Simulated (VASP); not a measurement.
# SrO (P6_3/mmc) in VASP: notebook

SrO is run at these levels: PBEsol; tasks: single point, relaxation of shape and atoms at fixed volume.

All numbers are computed with VASP 6.6.1; they aren't measurements. Logs are shortened: lines on timing, memory, paths and dates and some standing lists are left out, and cuts for length are marked.

### 1 The cell of the first run

It takes space group P6_3/mmc (No. 194, hexagonal). The conventional cell has a = 3.561 Å, b = 3.561 Å, c = 6.250 Å, α = 90.00°, β = 90.00°, γ = 120.00°. Sr (site symmetry -3m) has 6 O at 2.58 Å and 2 Sr at 3.13 Å within 3.4 Å. Within 3.4 Å of O (site symmetry -6m2) lie 6 Sr at 2.58 Å.

### 2 Single point, PBEsol (volume scaled by 1.020)

The input, INCAR:

```
SYSTEM = SrO
PREC = Accurate ; ENCUT = 520
EDIFF = 1E-7 ; ISMEAR = 0
SIGMA = 0.05 ; LREAL = .FALSE.
LASPH = .TRUE. ; NELM = 100
ALGO = Normal ; ISIF = 2
LWAVE = .FALSE. ; LCHARG = .TRUE.
GGA = PS ; LELF = .TRUE.
LVHAR = .TRUE. ; NBANDS = 24
```

The input, KPOINTS:

```
Automatic mesh
0
G
  10 10 6
  0 0 0
```

The input, POSCAR:

```
SrO
1.0
    3.5611248238      0.0000000000      0.0000000000
   -1.7805624119      3.0840245635      0.0000000000
    0.0000000000      0.0000000000      6.2503333687
Sr O
2 2
Direct
    0.0000000000      0.0000000000      0.0000000000
    0.0000000000      0.0000000000      0.5000000000
    0.3333333333      0.6666666667      0.2500000000
    0.6666666667      0.3333333333      0.7500000000
```

Potentials or basis: VASP PAW PBE potentials, release 64 (Sr_sv, O).

Launch:

```console
cat potpaw_PBE.64/Sr_sv/POTCAR potpaw_PBE.64/O/POTCAR > POTCAR
mpirun -np 1 vasp_std > vasp.out
```

OUTCAR:

```text
SYSTEM = SrO
   PREC = Accurate
   ENCUT = 520
   EDIFF = 1E-7
   ISMEAR = 0
   LREAL = .FALSE.
   LASPH = .TRUE.
   NELM = 100
   ISIF = 2
   GGA = PS

 ion  position               nearest neighbor table
   1  0.000  0.000  0.000-   3 2.58   4 2.58   4 2.58   3 2.58   4 2.58   3 2.58   2 3.13   2 3.13
                             2 4.74   2 4.74   2 4.74   2 4.74   2 4.74   2 4.74   2 4.74   2 4.74
   2  0.000  0.000  0.500-   3 2.58   4 2.58   4 2.58   3 2.58   4 2.58   3 2.58   1 3.13   1 3.13
                             1 4.74   1 4.74   1 4.74   1 4.74   1 4.74   1 4.74   1 4.74   1 4.74
   3  0.333  0.667  0.250-   1 2.58   2 2.58   1 2.58   2 2.58   1 2.58   2 2.58
   4  0.667  0.333  0.750-   1 2.58   2 2.58   1 2.58   2 2.58   1 2.58   2 2.58

  LATTYP: Found a hexagonal cell.
 ALAT       =     3.5611248238
 C/A-ratio  =     1.7551570579

  Lattice vectors:

 A1 = (   3.5611248238,   0.0000000000,   0.0000000000)
 A2 = (  -1.7805624119,   3.0840245635,   0.0000000000)
 A3 = (   0.0000000000,   0.0000000000,   6.2503333687)

Analysis of symmetry for initial positions (statically):
=====================================================================
 Subroutine PRICEL returns:
 Original cell was already a primitive cell.

 Routine SETGRP: Setting up the symmetry group for a
 hexagonal supercell.

 Subroutine GETGRP returns: Found 24 space group operations
 (whereof 12 operations were pure point group operations)
 out of a pool of 24 trial point group operations.

The static configuration has the point symmetry D_3d.
 The point group associated with its full space group is D_6h.

Analysis of symmetry for dynamics (positions and initial velocities):
=====================================================================
 Subroutine PRICEL returns:
 Original cell was already a primitive cell.

 Routine SETGRP: Setting up the symmetry group for a
 hexagonal supercell.

 Subroutine GETGRP returns: Found 24 space group operations
 (whereof 12 operations were pure point group operations)
 out of a pool of 24 trial point group operations.

The dynamic configuration has the point symmetry D_3d.
 The point group associated with its full space group is D_6h.

 Subroutine INISYM returns: Found 24 space group operations
 (whereof 12 operations are pure point group operations),
 and found     1 'primitive' translations

----------------------------------------------------------------------------------------

                                     Primitive cell

  volume of cell :      68.6449

  direct lattice vectors                    reciprocal lattice vectors
     3.561124824  0.000000000  0.000000000     0.280810151  0.162125816  0.000000000
    -1.780562412  3.084024563  0.000000000     0.000000000  0.324251633  0.000000000
     0.000000000  0.000000000  6.250333369     0.000000000  0.000000000  0.159991466

  length of vectors
     3.561124824  3.561124824  6.250333369     0.324251633  0.324251633  0.159991466

  position of ions in fractional coordinates (direct lattice)
     0.000000000  0.000000000  0.000000000
     0.000000000  0.000000000  0.500000000
     0.333333333  0.666666667  0.250000000
     0.666666667  0.333333333  0.750000000

  ion indices of the primitive-cell ions
   primitive index   ion index
                 1           1
                 2           2
                 3           3
                 4           4

----------------------------------------------------------------------------------------

 KPOINTS: Automatic mesh

Automatic generation of k-mesh.
 Grid dimensions read from file:
 generate k-points for:   10   10    6

 Generating k-lattice:

  Cartesian coordinates                     Fractional coordinates (reciprocal lattice)
     0.028081015  0.016212582  0.000000000     0.100000000  0.000000000  0.000000000
     0.000000000  0.032425163  0.000000000     0.000000000  0.100000000  0.000000000
     0.000000000  0.000000000  0.026665244     0.000000000  0.000000000  0.166666667

  Length of vectors
     0.032425163  0.032425163  0.026665244

  Shift w.r.t. Gamma in fractional coordinates (k-lattice)
     0.000000000  0.000000000  0.000000000

 Subroutine IBZKPT returns following result:
 ===========================================

 Found     56 irreducible k-points:

 Following reciprocal coordinates:
            Coordinates               Weight
  0.000000  0.000000  0.000000      1.000000
  0.100000  0.000000  0.000000      6.000000
  0.200000  0.000000  0.000000      6.000000
  0.300000  0.000000  0.000000      6.000000
  0.400000  0.000000  0.000000      6.000000
  0.500000  0.000000  0.000000      3.000000
[... 16 lines left out ...]
  0.300000  0.100000  0.166667     24.000000
  0.400000  0.100000  0.166667     24.000000
 [... further k-points ...]
   k-points           NKPTS =     56   k-points in BZ     NKDIM =     56   number of bands    NBANDS=     24
   number of dos      NEDOS =    301   number of ions     NIONS =      4
   total plane-waves  NPLWV =  37632
   dimension x,y,z NGX =    28 NGY =   28 NGZ =   48
   dimension x,y,z NGXF=    56 NGYF=   56 NGZF=   96
   ions per type =               2   2
   NGX,Y,Z   is equivalent  to a cutoff of  13.07, 13.07, 12.77 a.u.
   NGXF,Y,Z  is equivalent  to a cutoff of  26.14, 26.14, 25.53 a.u.
 SYSTEM =  SrO
   PREC   = accura    normal or accurate (medium, high low for compatibility)
   ISTART =      0    job   : 0-new  1-cont  2-samecut
   ICHARG =      2    charge: 1-file 2-atom 10-const
   ISPIN  =      1    spin polarized calculation?
   LNONCOLLINEAR =      F non collinear calculations
   LSORBIT =      F    spin-orbit coupling
   LASPH  =      T    aspherical Exc in radial PAW
   ENCUT  =  520.0 eV  38.22 Ry    6.18 a.u.   6.62  6.62 11.62*2*pi/ulx,y,z
   NELM   =    100;   NELMIN=  2; NELMDL= -5     # of ELM steps
   EDIFF  = 0.1E-06   stopping-criterion for ELM
   LREAL  =      F    real-space projection
   EDIFFG = 0.1E-05   stopping-criterion for IOM
   NSW    =      0    number of steps for IOM
   IBRION =     -1    ionic relax: 0-MD 1-quasi-New 2-CG
   NFREE  =      0    steps in history (QN), initial steepest desc. (CG)
   ISIF   =      2    stress and relaxation
   ISYM   =      2    0-nonsym 1-usesym 2-fastsym
   POTIM  = 0.5000    time-step for ionic-motion
   TEBEG  =    0.0;   TEEND  =   0.0 temperature during run
   PSTRESS=    0.0 pullay stress
   NELECT =      32.0000    total number of electrons
   NUPDOWN=      -1.0000    fix difference up-down
   EMIN   =  10.00;   EMAX   =-10.00  energy-range for DOS
   EFERMI =   0.00;   METHOD = LEGACY
   ISMEAR =     0;   SIGMA  =   0.05  broadening in eV -4-tet -1-fermi 0-gaus
   EFERMI_NEDOS =   21; number of points for ismear=-14 and -15
   IALGO  =     38    algorithm
   IMIX   =      4    mixing-type and parameters
     AMIX     =   0.40;   BMIX     =  1.00
     AMIX_MAG =   1.60;   BMIX_MAG =  1.00
  volume/ion in A,a.u.               =      17.16       115.81
  Fermi-wavevector in a.u.,A,eV,Ry     =   1.269372  2.398764 21.923123  1.611304
  Thomas-Fermi vector in A             =   2.402416
   LORBIT       =      0    0 simple, 1 ext, 2 COOP (PROOUT), +10 PAW based schemes
   GGA     = PS    functional components
   LHFCALC =     F    Hartree Fock is set to
   AEXX    =    0.0000 exact exchange contribution
   IVDW    =     0    specifies the selected vdW correction
   LEPSILON=     F    determine dielectric tensor
   LRPA    =     F    only Hartree local field effects (RPA)
 non-spin polarized calculation
 Gauss-broadening in eV      SIGMA  =   0.05
  energy-cutoff  :      520.00
  volume of cell :       68.64
 maximum number of plane-waves:      1873
 NGX is ok and might be reduce to    28
   NGX = 13   NGY = 13   NGZ = 23

 number of electron      31.9999999 magnetization

 Free energy of the ion-electron system (eV)
  ---------------------------------------------------
  ext. energy  EPLUGINS =         0.00000000
  ---------------------------------------------------
  free energy    TOTEN  =       -24.67465818 eV

  energy without entropy =      -24.67465818  energy(sigma->0) =      -24.67465818

 E-fermi :   1.7843     XC(G=0): -10.2207

 val. band max:        1.5488384084   @ k =   0.0000   0.0000   0.0000
 cond. band min:       4.8376274585   @ k =   0.0000   0.0000   0.0000
 fundamental gap:      3.2887890501
 Fermi energy:         1.7843278413

 k-point     1 :       0.0000    0.0000    0.0000
  band No.  band energies     occupation
      1     -31.1462      2.00000
      2     -30.9279      2.00000
      3     -15.4347      2.00000
      4     -13.4997      2.00000
      5     -12.7989      2.00000
      6     -12.7989      2.00000
[... 16 lines left out ...]
     23       8.7926      0.00000
     24       9.3906      0.00000

 k-point     2 :       0.1000    0.0000    0.0000
  band No.  band energies     occupation
      1     -31.1350      2.00000
      2     -30.9186      2.00000
      3     -15.3653      2.00000
      4     -13.7905      2.00000
      5     -12.8222      2.00000
      6     -12.6812      2.00000
[... 16 lines left out ...]
     23       8.8961      0.00000
     24      10.2882      0.00000

 k-point     3 :       0.2000    0.0000    0.0000
  band No.  band energies     occupation
      1     -31.1055      2.00000
      2     -30.8939      2.00000
      3     -15.1708      2.00000
      4     -14.2371      2.00000
      5     -12.9137      2.00000
      6     -12.8822      2.00000
[... 16 lines left out ...]
     23       9.4007      0.00000
     24      10.4023      0.00000
[... 514 lines left out ...]
 k-point    23 :       0.3000    0.1000    0.1667
  band No.  band energies     occupation
      1     -31.0348      2.00000
      2     -30.8599      2.00000
      3     -14.8811      2.00000
      4     -14.4571      2.00000
      5     -13.4371      2.00000
      6     -13.1359      2.00000
[... 16 lines left out ...]
     23      10.4772      0.00000
     24      11.5629      0.00000

 k-point    24 :       0.4000    0.1000    0.1667
  band No.  band energies     occupation
      1     -31.0141      2.00000
      2     -30.8423      2.00000
      3     -15.0076      2.00000
      4     -14.1080      2.00000
      5     -13.7251      2.00000
      6     -13.2739      2.00000
[... 16 lines left out ...]
     23      10.9562      0.00000
     24      11.9204      0.00000

 [... further k-points ...]

------------------------ aborting loop because EDIFF is reached ----------------------------------------

  FORCE on cell =-STRESS in cart. coord.  units (eV):
  Direction    XX          YY          ZZ          XY          YZ          ZX
  --------------------------------------------------------------------------------------
  -------------------------------------------------------------------------------------
  Total       -0.4788930     -0.4788930     -0.4033903      0.0000000     -0.0000000      0.0000000
  in kB      -11.1774009    -11.1774009     -9.4151637      0.0000000     -0.0000000      0.0000000
  external PRESSURE =     -10.5899885 kB  Pullay stress =       0.0000000 kB

 VOLUME and BASIS-vectors are now :
 -----------------------------------------------------------------------------
  energy-cutoff  :      520.00
  volume of cell :       68.64
      direct lattice vectors                 reciprocal lattice vectors
     3.561124824  0.000000000  0.000000000     0.280810151  0.162125816  0.000000000
    -1.780562412  3.084024563  0.000000000     0.000000000  0.324251633  0.000000000
     0.000000000  0.000000000  6.250333369     0.000000000  0.000000000  0.159991466

 POSITION                                       TOTAL-FORCE (eV/Angst)
 -----------------------------------------------------------------------------------
      0.00000      0.00000      0.00000        -0.000000      0.000000      0.000000
      0.00000      0.00000      3.12517        -0.000000      0.000000      0.000000
     -0.00000      2.05602      1.56258        -0.000000     -0.000000      0.000000
      1.78056      1.02801      4.68775         0.000000      0.000000     -0.000000
 -----------------------------------------------------------------------------------
    total drift:                                0.000000     -0.000000      0.000000

  FREE ENERGIE OF THE ION-ELECTRON SYSTEM (eV)
  ---------------------------------------------------
  free  energy   TOTEN  =       -24.6746581793 eV

  energy  without entropy=      -24.6746581793  energy(sigma->0) =      -24.67465818
```

Run time: 2.3 min. Hardware: 1 thread of Intel Xeon Platinum 8488C (Sapphire Rapids), shared host; peak memory 0.23 GiB.

Results:

```
Free energy            : -24.6747 eV
Pressure               : -1.1 GPa
Band gap on the k mesh : 3.29 eV, direct
```

Caveat: the PAW data sets were made with another functional, which shifts forces and pressure a little.

### 3 Single point, PBEsol (volume scaled by 1.040)

The input, INCAR:

```
SYSTEM = SrO
PREC = Accurate
ENCUT = 520
EDIFF = 1E-7
ISMEAR = 0
SIGMA = 0.05
LREAL = .False.
LASPH = .True.
NELM = 100
ALGO = Normal
ISIF = 2
LWAVE = .False.
LCHARG = .False.
GGA = PS
NBANDS = 24
```

The input, KPOINTS:

```
regular mesh
0
Gamma
  10 10 6
  0 0 0
```

The input, POSCAR:

```
SrO
1.0
    3.5853008884      0.0000000000      0.0000000000
   -1.7926504442      3.1049616495      0.0000000000
    0.0000000000      0.0000000000      6.2872325634
Sr O
2 2
Direct
    0.0000000000      0.0000000000      0.0000000000
    0.0000000000      0.0000000000      0.5000000000
    0.3333333333      0.6666666667      0.2500000000
    0.6666666667      0.3333333333      0.7500000000
```

Potentials or basis: VASP PAW PBE potentials, release 64 (Sr_sv, O).

Launch:

```console
cat potpaw_PBE.64/Sr_sv/POTCAR potpaw_PBE.64/O/POTCAR > POTCAR
mpirun -np 1 vasp_std > vasp.out
```

Run time: 2.3 min. Hardware: 1 thread of Intel Xeon Platinum 8488C (Sapphire Rapids), shared host; peak memory 0.23 GiB.

It converged, with:

| Quantity | Value |
| --- | --- |
| Free energy | -24.6599 eV |
| Pressure | -2.6 GPa |
| Band gap on the k mesh | 3.24 eV, direct |

Stress tensor (GPa, compression positive):
```
-2.69  0.00  0.00
 0.00 -2.69  0.00
 0.00  0.00 -2.53
```

Levels at points of the mesh, in eV from the valence-band top:
| k point | band 12 | band 13 | band 14 | band 15 | band 16 | band 17 | band 18 | band 19 | band 20 | band 21 |
| --- | --- | --- | --- | --- | --- | --- | --- | --- | --- | --- |
| (0.00, 0.00, 0.00) | -0.97 | -0.97 | -0.14 | 0.00 | 0.00 | 3.24 | 4.15 | 6.45 | 6.45 | 6.82 |
| (0.50, 0.00, 0.00) | -1.47 | -1.11 | -0.58 | -0.29 | -0.11 | 3.55 | 5.62 | 6.69 | 7.24 | 8.01 |
| (0.00, 0.00, 0.50) | -1.35 | -0.52 | -0.52 | -0.52 | -0.52 | 5.17 | 5.17 | 6.28 | 6.28 | 7.12 |
| (0.50, 0.00, 0.50) | -1.44 | -0.84 | -0.84 | -0.62 | -0.62 | 4.73 | 4.73 | 7.92 | 7.92 | 8.44 |

Caveat: the PAW data sets were made with another functional, which shifts forces and pressure a little. A k mesh can miss the band edges.

### 4 Relaxation of shape and atoms at fixed volume, PBEsol (volume scaled by 1.020)

The input, INCAR:

```
SYSTEM = SrO
PREC = Accurate ; ENCUT = 600
EDIFF = 1E-6 ; ISMEAR = 0
SIGMA = 0.05 ; LREAL = .FALSE.
LASPH = .TRUE. ; NELM = 100
ALGO = Normal ; ISIF = 4
LWAVE = .FALSE. ; LCHARG = .FALSE.
GGA = PS ; IBRION = 2
NSW = 60 ; EDIFFG = -0.01
```

The input, KPOINTS:

```
Automatic mesh
0
G
  10 10 6
  0 0 0
```

The input, POSCAR:

```
SrO
1.0
    3.5600379100      0.0000000000      0.0000000000
   -1.7800189550      3.0830832685      0.0000000000
    0.0000000000      0.0000000000      6.2541505251
Sr O
2 2
Direct
    0.0000000000      0.0000000000      0.0000000000
    0.0000000000      0.0000000000      0.5000000000
    0.3333333333      0.6666666667      0.2500000000
    0.6666666667      0.3333333333      0.7500000000
```

Launch:

```console
cat potpaw_PBE.64/Sr_sv/POTCAR potpaw_PBE.64/O/POTCAR > POTCAR
mpirun -np 1 vasp_std > vasp.out
```

Run time: 3 min. Hardware: 1 thread of AMD EPYC 7R13, shared host; peak memory 0.21 GiB.

The run converged. Its results:

```
Free energy             : -24.6774 eV
Pressure after relaxing : -1.1 GPa
Band gap on the k mesh  : 3.29 eV, direct
```

Final structure:
```
Sr O
1.0
     3.56004    0.00000    0.00000
    -1.78002    3.08308    0.00000
     0.00000    0.00000    6.25415
Sr O
2 2
Cartesian
  0.0000 0.0000 0.0000
  0.0000 0.0000 3.1271
  0.0000 2.0554 1.5635
  1.7800 1.0277 4.6906
```

Levels at points of the mesh, in eV from the valence-band top:
```csv
k point,band 13,band 14,band 15,band 16,band 17,band 18,band 19,band 20
"(0.00, 0.00, 0.00)",-1.00,-0.14,0.00,0.00,3.29,4.24,6.52,6.52
"(0.50, 0.00, 0.00)",-1.14,-0.57,-0.27,-0.10,3.55,5.65,6.81,7.37
"(0.00, 0.00, 0.50)",-0.54,-0.54,-0.54,-0.54,5.25,5.25,6.40,6.40
"(0.50, 0.00, 0.50)",-0.86,-0.86,-0.63,-0.63,4.76,4.76,8.07,8.07
```

Caveat: the relaxation stopped at its first step, so nothing moved; the PAW data sets were made with another functional, which shifts forces and pressure a little. A k mesh can miss the band edges.

### 5 The runs side by side

| task | cell | cutoff (eV) | gap on the mesh (eV) | pressure (GPa) |
| --- | --- | --- | --- | --- |
| single point | a = 3.561, b = 3.561, c = 6.250 Å, angles 90.0, 90.0, 120.0°, 4 atoms | 520 | 3.29 | -1.1 |
| single point | a = 3.585, b = 3.585, c = 6.287 Å, angles 90.0, 90.0, 120.0°, 4 atoms | 520 | 3.24 | -2.6 |
| relaxation of shape and atoms at fixed volume | relaxed from a = 3.560, b = 3.560, c = 6.254 Å, angles 90.0, 90.0, 120.0°, 4 atoms | 600 | 3.29 | -1.1 |

Alike in all rows: level PBEsol; potentials or basis VASP PAW PBE potentials, release 64 (Sr_sv, O); no spin polarisation; k mesh 10 × 10 × 6; smearing gaussian 0.05 eV.

Caveats: the PAW data sets were made with another functional, which shifts forces and pressure a little; the relaxation stopped at its first step, so nothing moved (some runs).

Absolute energies hang on the potentials; compare differences alone.
